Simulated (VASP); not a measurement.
# AgB2 (P6/mmm) in VASP: notebook

AgB2 is run at these levels: revPBE; tasks: relaxation of shape and atoms at fixed volume.

Everything below comes from runs of VASP 6.6.1. Logs are shortened: lines on timing, memory, paths and dates and some standing lists are left out, and cuts for length are marked.

## 1. The cell of the first run

It takes space group P6/mmm (No. 191, hexagonal). The conventional cell has a = 3.033 Å, b = 3.033 Å, c = 4.122 Å, α = 90.00°, β = 90.00°, γ = 120.00°. Within 3.6 Å of Ag (site symmetry 6/mmm) lie 12 B at 2.70 Å and 6 Ag at 3.03 Å. Within 2.3 Å of B (site symmetry -6m2) lie 3 B at 1.75 Å.

## 2. Relaxation of shape and atoms at fixed volume, revPBE (10.95 Å³/atom)

INCAR

```
PREC     = Accurate       # precision mode
ENCUT    = 600            # plane-wave cutoff, eV
EDIFF    = 1E-7           # SCF threshold, eV
ISMEAR   = 0              # smearing method
SIGMA    = 0.05           # smearing width, eV
LREAL    = F              # projectors in reciprocal space
LASPH    = T              # aspherical terms in the spheres
NELM     = 100            # most SCF steps
ALGO     = Normal         # electronic algorithm
ISIF     = 4              # what is computed and relaxed
LWAVE    = F              # write WAVECAR
LCHARG   = F              # write CHGCAR
GGA      = RE             # functional
IBRION   = 2              # ionic algorithm
NSW      = 60             # ionic steps
EDIFFG   = -0.01          # ionic threshold
```

KPOINTS

```
Automatic mesh
0
Gamma
  10 10 8
```

POSCAR

```
AgB2
1.0
    3.0333111082      0.0000000000      0.0000000000
   -1.5166555541      2.6269244773      0.0000000000
    0.0000000000      0.0000000000      4.1218361087
Ag B
1 2
Direct
    0.0000000000      0.0000000000      0.0000000000
    0.3333333333      0.6666666667      0.5000000000
    0.6666666667      0.3333333333      0.5000000000
```

Potentials or basis: VASP PAW PBE potentials, release 64 (Ag, B).

Started as:

```bash
> cat potpaw_PBE.64/Ag/POTCAR potpaw_PBE.64/B/POTCAR > POTCAR
> mpirun -np 1 vasp_std > vasp.out
```

OUTCAR:

```text
PREC = Accurate
   ENCUT = 600
   EDIFF = 1E-7
   ISMEAR = 0
   LREAL = F
   LASPH = T
   NELM = 100
   ISIF = 4
   GGA = RE
   IBRION = 2
   NSW = 60
   EDIFFG = -0.01

 ion  position               nearest neighbor table
   1  0.000  0.000  0.000-   2 2.70   3 2.70   2 2.70   3 2.70   3 2.70   3 2.70   2 2.70   2 2.70
                             3 2.70   3 2.70   2 2.70   2 2.70
   2  0.333  0.667  0.500-   3 1.75   3 1.75   3 1.75   1 2.70   1 2.70   1 2.70   1 2.70   1 2.70
                             1 2.70
   3  0.667  0.333  0.500-   2 1.75   2 1.75   2 1.75   1 2.70   1 2.70   1 2.70   1 2.70   1 2.70
                             1 2.70

  LATTYP: Found a hexagonal cell.
 ALAT       =     3.0333111082
 C/A-ratio  =     1.3588570251

  Lattice vectors:

 A1 = (   3.0333111082,   0.0000000000,   0.0000000000)
 A2 = (  -1.5166555541,   2.6269244773,   0.0000000000)
 A3 = (   0.0000000000,   0.0000000000,   4.1218361087)

Analysis of symmetry for initial positions (statically):
=====================================================================
 Subroutine PRICEL returns:
 Original cell was already a primitive cell.

 Routine SETGRP: Setting up the symmetry group for a
 hexagonal supercell.

 Subroutine GETGRP returns: Found 24 space group operations
 (whereof 24 operations were pure point group operations)
 out of a pool of 24 trial point group operations.

The static configuration has the point symmetry D_6h.

Analysis of symmetry for dynamics (positions and initial velocities):
=====================================================================
 Subroutine PRICEL returns:
 Original cell was already a primitive cell.

 Routine SETGRP: Setting up the symmetry group for a
 hexagonal supercell.

 Subroutine GETGRP returns: Found 24 space group operations
 (whereof 24 operations were pure point group operations)
 out of a pool of 24 trial point group operations.

The dynamic configuration has the point symmetry D_6h.

 Subroutine INISYM returns: Found 24 space group operations
 (whereof 24 operations are pure point group operations),
 and found     1 'primitive' translations

----------------------------------------------------------------------------------------

                                     Primitive cell

  volume of cell :      32.8439

  direct lattice vectors                    reciprocal lattice vectors
     3.033311108  0.000000000  0.000000000     0.329672745  0.190336648  0.000000000
    -1.516655554  2.626924477  0.000000000     0.000000000  0.380673296  0.000000000
     0.000000000  0.000000000  4.121836109     0.000000000  0.000000000  0.242610326

  length of vectors
     3.033311108  3.033311108  4.121836109     0.380673296  0.380673296  0.242610326

  position of ions in fractional coordinates (direct lattice)
     0.000000000  0.000000000  0.000000000
     0.333333333  0.666666667  0.500000000
     0.666666667  0.333333333  0.500000000

  ion indices of the primitive-cell ions
   primitive index   ion index
                 1           1
                 2           2
                 3           3

----------------------------------------------------------------------------------------

 KPOINTS: Automatic mesh

Automatic generation of k-mesh.
 Grid dimensions read from file:
 generate k-points for:   10   10    8

 Generating k-lattice:

  Cartesian coordinates                     Fractional coordinates (reciprocal lattice)
     0.032967275  0.019033665  0.000000000     0.100000000  0.000000000  0.000000000
     0.000000000  0.038067330  0.000000000     0.000000000  0.100000000  0.000000000
     0.000000000  0.000000000  0.030326291     0.000000000  0.000000000  0.125000000

  Length of vectors
     0.038067330  0.038067330  0.030326291

  Shift w.r.t. Gamma in fractional coordinates (k-lattice)
     0.000000000  0.000000000  0.000000000

 Subroutine IBZKPT returns following result:
 ===========================================

 Found     70 irreducible k-points:

 Following reciprocal coordinates:
            Coordinates               Weight
  0.000000  0.000000  0.000000      1.000000
  0.100000 -0.000000  0.000000      6.000000
  0.200000 -0.000000  0.000000      6.000000
  0.300000  0.000000  0.000000      6.000000
  0.400000  0.000000  0.000000      6.000000
  0.500000  0.000000  0.000000      3.000000
[... 16 lines left out ...]
  0.300000  0.100000  0.125000     24.000000
  0.400000  0.100000  0.125000     24.000000
 [... further k-points ...]
   k-points           NKPTS =     70   k-points in BZ     NKDIM =     70   number of bands    NBANDS=     12
   number of dos      NEDOS =    301   number of ions     NIONS =      3
   total plane-waves  NPLWV =  20736
   dimension x,y,z NGX =    24 NGY =   24 NGZ =   36
   dimension x,y,z NGXF=    48 NGYF=   48 NGZF=   72
   ions per type =               1   2
   NGX,Y,Z   is equivalent  to a cutoff of  13.15, 13.15, 14.52 a.u.
   NGXF,Y,Z  is equivalent  to a cutoff of  26.31, 26.31, 29.04 a.u.
 SYSTEM =  unknown system
   PREC   = accura    normal or accurate (medium, high low for compatibility)
   ISTART =      0    job   : 0-new  1-cont  2-samecut
   ICHARG =      2    charge: 1-file 2-atom 10-const
   ISPIN  =      1    spin polarized calculation?
   LNONCOLLINEAR =      F non collinear calculations
   LSORBIT =      F    spin-orbit coupling
   LASPH  =      T    aspherical Exc in radial PAW
   ENCUT  =  600.0 eV  44.10 Ry    6.64 a.u.   6.06  6.06  8.23*2*pi/ulx,y,z
   NELM   =    100;   NELMIN=  2; NELMDL= -5     # of ELM steps
   EDIFF  = 0.1E-06   stopping-criterion for ELM
   LREAL  =      F    real-space projection
   EDIFFG = -.1E-01   stopping-criterion for IOM
   NSW    =     60    number of steps for IOM
   IBRION =      2    ionic relax: 0-MD 1-quasi-New 2-CG
   NFREE  =      1    steps in history (QN), initial steepest desc. (CG)
   ISIF   =      4    stress and relaxation
   ISYM   =      2    0-nonsym 1-usesym 2-fastsym
   POTIM  = 0.5000    time-step for ionic-motion
   TEBEG  =    0.0;   TEEND  =   0.0 temperature during run
   PSTRESS=    0.0 pullay stress
   NELECT =      17.0000    total number of electrons
   NUPDOWN=      -1.0000    fix difference up-down
   EMIN   =  10.00;   EMAX   =-10.00  energy-range for DOS
   EFERMI =   0.00;   METHOD = LEGACY
   ISMEAR =     0;   SIGMA  =   0.05  broadening in eV -4-tet -1-fermi 0-gaus
   EFERMI_NEDOS =   21; number of points for ismear=-14 and -15
   IALGO  =     38    algorithm
   IMIX   =      4    mixing-type and parameters
     AMIX     =   0.40;   BMIX     =  1.00
     AMIX_MAG =   1.60;   BMIX_MAG =  1.00
  volume/ion in A,a.u.               =      10.95        73.88
  Fermi-wavevector in a.u.,A,eV,Ry     =   1.314436  2.483924 23.507350  1.727742
  Thomas-Fermi vector in A             =   2.444689
   LORBIT       =      0    0 simple, 1 ext, 2 COOP (PROOUT), +10 PAW based schemes
   GGA     = RE    functional components
   LHFCALC =     F    Hartree Fock is set to
   AEXX    =    0.0000 exact exchange contribution
   IVDW    =     0    specifies the selected vdW correction
   LEPSILON=     F    determine dielectric tensor
   LRPA    =     F    only Hartree local field effects (RPA)
 conjugate gradient relaxation of ions
 non-spin polarized calculation
 Gauss-broadening in eV      SIGMA  =   0.05
  energy-cutoff  :      600.00
  volume of cell :       32.84
 maximum number of plane-waves:      1116
   NGX = 13   NGY = 13   NGZ = 17

--------------------------------------- Ionic step        1  -------------------------------------------

 number of electron      16.9999998 magnetization

 Free energy of the ion-electron system (eV)
  ---------------------------------------------------
  ext. energy  EPLUGINS =         0.00000000
  ---------------------------------------------------
  free energy    TOTEN  =       -13.70443776 eV

  energy without entropy =      -13.70389553  energy(sigma->0) =      -13.70416665

------------------------ aborting loop because EDIFF is reached ----------------------------------------

  FORCE on cell =-STRESS in cart. coord.  units (eV):
  Direction    XX          YY          ZZ          XY          YZ          ZX
  --------------------------------------------------------------------------------------
  -------------------------------------------------------------------------------------
  Total       -0.0391452     -0.0391452      0.0102833      0.0000000     -0.0000000      0.0000000
  in kB       -1.9095629     -1.9095629      0.5016368      0.0000000     -0.0000000      0.0000000
  external PRESSURE =      -1.1058297 kB  Pullay stress =       0.0000000 kB

 VOLUME and BASIS-vectors are now :
 -----------------------------------------------------------------------------
  energy-cutoff  :      600.00
  volume of cell :       32.84
      direct lattice vectors                 reciprocal lattice vectors
     3.033311108  0.000000000  0.000000000     0.329672745  0.190336648  0.000000000
    -1.516655554  2.626924477  0.000000000     0.000000000  0.380673296  0.000000000
     0.000000000  0.000000000  4.121836109     0.000000000  0.000000000  0.242610326

 POSITION                                       TOTAL-FORCE (eV/Angst)
 -----------------------------------------------------------------------------------
      0.00000      0.00000      0.00000         0.000000      0.000000     -0.000000
     -0.00000      1.75128      2.06092         0.000000      0.000000      0.000000
      1.51666      0.87564      2.06092        -0.000000      0.000000     -0.000000
 -----------------------------------------------------------------------------------
    total drift:                               -0.000000      0.000000      0.000000

  FREE ENERGIE OF THE ION-ELECTRON SYSTEM (eV)
  ---------------------------------------------------
  free  energy   TOTEN  =       -13.7044377633 eV

  energy  without entropy=      -13.7038955320  energy(sigma->0) =      -13.70416665

--------------------------------------- Ionic step        2  -------------------------------------------

 number of electron      16.9999998 magnetization

 Free energy of the ion-electron system (eV)
  ---------------------------------------------------
  ext. energy  EPLUGINS =         0.00000000
  ---------------------------------------------------
  free energy    TOTEN  =       -13.70445516 eV

  energy without entropy =      -13.70392771  energy(sigma->0) =      -13.70419143

 E-fermi :   6.8496     XC(G=0): -11.8225

 val. band max:        6.8023677857   @ k =   0.3000   0.0000   0.5000
 cond. band min:       6.8618415945   @ k =   0.2000  -0.0000   0.0000
 fundamental gap:      0.0594738087
 Fermi energy:         6.8496246757

 k-point     1 :       0.0000    0.0000    0.0000
  band No.  band energies     occupation
      1      -5.0762      2.00000
      2       1.3191      2.00000
      3       2.1905      2.00000
      4       2.1905      2.00000
      5       3.0938      2.00000
      6       3.0938      2.00000
      7       3.1359      2.00000
      8       7.9422      0.00000
      9       8.1192      0.00000
     10       8.1192      0.00000
     11      14.4128      0.00000
     12      14.4128      0.00000
[... 331 lines left out ...]
 k-point    24 :       0.4000    0.1000    0.1250
  band No.  band energies     occupation
      1      -1.5485      2.00000
      2      -0.1807      2.00000
      3       1.4688      2.00000
      4       1.5810      2.00000
      5       2.5477      2.00000
      6       3.4837      2.00000
      7       3.9741      2.00000
      8       5.0577      2.00000
      9       8.0110      0.00000
     10       9.9223      0.00000
     11      11.8351      0.00000
     12      13.7890      0.00000

 [... further k-points ...]

------------------------ aborting loop because EDIFF is reached ----------------------------------------

  FORCE on cell =-STRESS in cart. coord.  units (eV):
  Direction    XX          YY          ZZ          XY          YZ          ZX
  --------------------------------------------------------------------------------------
  -------------------------------------------------------------------------------------
  Total       -0.0213298     -0.0213298     -0.0061193      0.0000000      0.0000000      0.0000000
  in kB       -1.0404977     -1.0404977     -0.2985111      0.0000000      0.0000000      0.0000000
  external PRESSURE =      -0.7931688 kB  Pullay stress =       0.0000000 kB

 VOLUME and BASIS-vectors are now :
 -----------------------------------------------------------------------------
  energy-cutoff  :      600.00
  volume of cell :       32.84
      direct lattice vectors                 reciprocal lattice vectors
     3.032507640  0.000000000  0.000000000     0.329760092  0.190387078  0.000000000
    -1.516253820  2.626228654 -0.000000000     0.000000000  0.380774156  0.000000000
     0.000000000 -0.000000000  4.124020572     0.000000000  0.000000000  0.242481817

 POSITION                                       TOTAL-FORCE (eV/Angst)
 -----------------------------------------------------------------------------------
      0.00000     -0.00000      4.12402        -0.000000     -0.000000      0.000000
     -0.00000      1.75082      2.06201        -0.000000     -0.000000      0.000000
      1.51625      0.87541      2.06201         0.000000      0.000000      0.000000
 -----------------------------------------------------------------------------------
    total drift:                               -0.000000      0.000000      0.000000

  FREE ENERGIE OF THE ION-ELECTRON SYSTEM (eV)
  ---------------------------------------------------
  free  energy   TOTEN  =       -13.7044551614 eV

  energy  without entropy=      -13.7039277084  energy(sigma->0) =      -13.70419143

 reached required accuracy - stopping structural energy minimisation
```

Wall time 52 s (1 thread of AMD EPYC 7R13, shared host); peak memory 0.15 GiB.

Results:

* Free energy: -13.7045 eV
* Energy gained by relaxing: 0.0 meV/atom
* Ionic steps: 2
* Pressure after relaxing: -0.1 GPa
* Band gap on the k mesh: zero (an odd number of electrons rules out a gap without spin polarisation)

Final structure:
```xyz
3
Lattice="3.0325 0.0000 0.0000 -1.5163 2.6262 0.0000 0.0000 0.0000 4.1240" Properties=species:S:1:pos:R:3 pbc="T T T"
Ag    0.0000    0.0000    4.1240
B     0.0000    1.7508    2.0620
B     1.5163    0.8754    2.0620
```

Caveat: the PAW data sets were made with another functional, which shifts forces and pressure a little.

(Continued in part 2 of 2.)
